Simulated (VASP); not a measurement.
Here is a VASP 6.6.1 calculation.

The input INCAR:

```
SYSTEM = GaN
PREC = Accurate ; ENCUT = 600
EDIFF = 1E-6 ; ISMEAR = 0
SIGMA = 0.01 ; LREAL = .False.
LASPH = .True. ; NELM = 120
ALGO = Normal ; ISIF = 2
LWAVE = .False. ; LCHARG = .False.
GGA = PE ; NBANDS = 16
GGA_COMPAT = .False.
```

File KPOINTS:

```
regular mesh
0
Gamma
  6 6 6
  0 0 0
```

POSCAR

```
GaN
1.0
    0.0000000000      2.2535010000      2.2535010000
    2.2535010000      0.0000000000      2.2535010000
    2.2535010000      2.2535010000      0.0000000000
Ga N
1 1
Direct
    0.0000000000      0.0000000000      0.0000000000
    0.7500000000      0.7500000000      0.7500000000
```

Potentials or basis: VASP PAW PBE potentials, release 64 (Ga_d, N).

Launch:

```console
$ cat potpaw_PBE.64/Ga_d/POTCAR potpaw_PBE.64/N/POTCAR > POTCAR
$ mpirun -np 1 vasp_std > vasp.out
```

**Question.** What does it give for the pressure?

**Answer.** 4.9 GPa.

**Question.** Estimate the band gap on the k mesh.

**Answer.** 1.72 eV.

Caveat: the cell stands under pressure.
